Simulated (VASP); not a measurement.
Set up this calculation in VASP 6.6.1, as the native input.

```
Task                   : relaxation of cell and atoms
Functional             : PBE
Potentials or basis    : VASP PAW PBE potentials, release 64 (Y_sv, Ta_pv, N)
Cutoff                 : 600 eV
k mesh                 : 12 × 12 × 6
Occupations            : gaussian, width 0.1 eV
Spin                   : no spin polarisation
Dipole correction      : no
Further INCAR settings : ALGO = Normal; EDIFF = 1e-06; IBRION = 2; EDIFFG = -0.01; NSW = 100; ISIF = 3
```

The structure of Y2TaN3 lies in POSCAR:

```
Y2TaN3
1.0
    3.3194638000      0.0000000000      0.0000000000
   -1.6597319000      2.8747399000      0.0000000000
    0.0000000000      0.0000000000      8.1831236000
Y Ta N
2 1 3
Direct
    0.3333333000      0.6666667000      0.6744400000
    0.6666667000      0.3333333000      0.3255600000
    0.0000000000      0.0000000000      0.0000000000
    0.0000000000      0.0000000000      0.5000000000
    0.3333333000      0.6666667000      0.1418670000
    0.6666667000      0.3333333000      0.8581330000
```

These files were run (other wordings do the same):

INCAR

```
SYSTEM = Y2TaN3
  PREC = Accurate
  ENCUT = 600
  EDIFF = 1E-6
  ISMEAR = 0
  SIGMA = 0.1
  LREAL = .FALSE.
  LASPH = .TRUE.
  NELM = 100
  ALGO = Normal
  ISIF = 3
  LWAVE = .FALSE.
  LCHARG = .FALSE.
  GGA = PE
  IBRION = 2
  NSW = 100
  EDIFFG = -0.01
```

KPOINTS

```
Automatic mesh
0
G
  12 12 6
  0 0 0
```

Potentials or basis: VASP PAW PBE potentials, release 64 (Y_sv, Ta_pv, N).

Run with:

```sh
$ cat potpaw_PBE.64/Y_sv/POTCAR potpaw_PBE.64/Ta_pv/POTCAR potpaw_PBE.64/N/POTCAR > POTCAR
$ mpirun -np 1 vasp_std > vasp.out
```

Results of the run:

```json
{
 "Relaxed volume": "13.01 Å³/atom",
 "Relaxed cell": "a = 3.319 Å, b = 3.319 Å, c = 8.179 Å, α = 90.00°, β = 90.00°, γ = 120.00°",
 "Space group after relaxing (to 0.05 Å)": "P-3m1 (No. 164)",
 "Energy gained by relaxing": "0.0 meV/atom",
 "Ionic steps": "5",
 "Pressure after relaxing": "0.0 GPa",
 "Largest force after relaxing": "0.007 eV/Å",
 "Band gap on the k mesh": "zero (band 24 reaches 6.89 eV, above the bottom of band 25 at 6.29 eV)"
}
```

Caveat: spin-orbit coupling is left out, which moves the levels of the heavy elements.

Run time: 24 min on 1 thread of AMD EPYC 9R45, on a shared host, peak memory 0.42 GiB.
